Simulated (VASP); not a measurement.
A run of VASP 6.6.1 is set up as follows.

INCAR

```
SYSTEM = CdTe
PREC = Accurate
ENCUT = 520
EDIFF = 1E-6
ISMEAR = -1
SIGMA = 0.02
LREAL = .False.
LASPH = .True.
NELM = 100
ALGO = Normal
ISIF = 2
LWAVE = .False.
LCHARG = .False.
GGA = PE
NBANDS = 16
```

Contents of KPOINTS:

```
Automatic mesh
0
Gamma
  6 6 6
  0 0 0
```

Contents of POSCAR:

```
CdTe
1.0
    0.0000000000      3.4439528717      3.0450158540
    3.4439528717      0.0000000000      3.0450158540
    3.4439528717      3.4439528717      0.0000000000
Cd Te
1 1
Direct
    0.0000000000      0.0000000000      0.0000000000
    0.2500000000      0.2500000000      0.2500000000
```

Potentials or basis: VASP PAW PBE potentials, release 64 (Cd, Te).

The run is started by

```bash
$ cat potpaw_PBE.64/Cd/POTCAR potpaw_PBE.64/Te/POTCAR > POTCAR
$ mpirun -np 1 vasp_std > vasp.out
```

Q: Predict the band gap on the k mesh.

A: 0.35 eV, direct.

Q: What does it give for the pressure?

A: 0.0 GPa.

Stress tensor (GPa, compression positive):
```
-0.50  0.00  0.00
 0.00 -0.50  0.00
 0.00  0.00  1.09
```

Caveat: the cell differs from its parent crystal (epitaxial xy strain +5.0%); spin-orbit coupling is left out, which moves the levels of the heavy elements.
